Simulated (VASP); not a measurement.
A run of VASP 6.6.1:

File INCAR:

```
PREC = Accurate
ENCUT = 520
EDIFF = 1E-7
ISMEAR = 0
SIGMA = 0.1
LREAL = F
LASPH = T
NELM = 150
ALGO = Normal
ISIF = 2
LWAVE = F
LCHARG = T
ISPIN = 2
MAGMOM = 1 0 0 0 0 0 0
LORBIT = 11
LMAXMIX = 4
GGA = PE
LELF = T
LVHAR = T
NBANDS = 46
```

File KPOINTS:

```
regular mesh
0
Gamma
  6 6 2
```

The input POSCAR:

```
CuGe2F4
1.0
    3.5546030200      0.0000000000      0.0000000000
    0.0000000000      3.5546030200      0.0000000000
    0.0000000000      0.0000000000      8.1242668000
Cu Ge F
1 2 4
Direct
    0.5000000000      0.5000000000      0.0000000000
    0.5000000000      0.0000000000      0.7491610100
    0.0000000000      0.5000000000      0.2508389900
    0.5000000000      0.0000000000      0.1412210000
    0.0000000000      0.5000000000      0.8587790000
    0.5000000000      0.5000000000      0.5000000000
    0.0000000000      0.0000000000      0.5000000000
```

Potentials or basis: VASP PAW PBE potentials, release 64 (Cu, Ge_d, F).

Command:

```console
$ cat potpaw_PBE.64/Cu/POTCAR potpaw_PBE.64/Ge_d/POTCAR potpaw_PBE.64/F/POTCAR > POTCAR
$ mpirun -np 1 vasp_std > vasp.out
```

Hardware: 1 thread of AMD EPYC 7R13, with other jobs on the host.

Q: How long does it take, and how much memory?

A: Wall time 9.4 min on 1 thread of AMD EPYC 7R13, with other jobs on the host, peak memory 0.3 GiB. Counts: scf iterations 18, k points 20.
